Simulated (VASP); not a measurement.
Write the native input for VASP 6.6.1 that does the following.

- Task: single point
- Functional: PBE
- Potentials or basis: VASP PAW PBE potentials, release 64 (Zn, Cl)
- Cutoff: 520 eV
- k mesh: 6 × 6 × 2
- Occupations: gaussian, width 0.1 eV
- Spin: no spin polarisation
- Dipole correction: no
- Further INCAR settings: ALGO = Normal; EDIFF = 1e-06; NBANDS = 28

The structure of ZnCl4 lies in POSCAR:

```
ZnCl4
1.0
    4.8213795700      0.0000000000      0.0000000000
   -2.4106897900      4.1754371900      0.0000000000
    0.0000000000      0.0000000000      7.7982356600
Zn Cl
1 4
Direct
    0.0000000000      0.0000000000      0.5000000000
    0.3333333300      0.6666666700      0.8664479500
    0.3333333300      0.6666666700      0.1335520500
    0.6666666700      0.3333333300      0.1335520500
    0.6666666700      0.3333333300      0.8664479500
```

The input as run:

INCAR

```
PREC = Accurate ; ENCUT = 520
EDIFF = 1E-6 ; ISMEAR = 0
SIGMA = 0.1 ; LREAL = F
LASPH = T ; NELM = 60
ALGO = Normal ; ISIF = 2
LWAVE = F ; LCHARG = F
GGA = PE ; NBANDS = 28
```

KPOINTS

```
Automatic mesh
0
Gamma
  6 6 2
```

Potentials or basis: VASP PAW PBE potentials, release 64 (Zn, Cl).

The run is started by

```sh
$ cat potpaw_PBE.64/Zn/POTCAR potpaw_PBE.64/Cl/POTCAR > POTCAR
$ mpirun -np 1 vasp_std > vasp.out
```

Results of the run:

* Pressure: 6.2 GPa
* Largest force: 0.035 eV/Å
* Band gap on the k mesh: zero (band 20 reaches 0.62 eV, above the bottom of band 21 at 0.04 eV)

Caveat: the k points lie up to 0.40 Å⁻¹ apart.

Wall time 32 s on 1 thread of Intel(R) Xeon(R) 6975P-C (Granite Rapids), with other jobs on the host, peak memory 0.27 GiB.
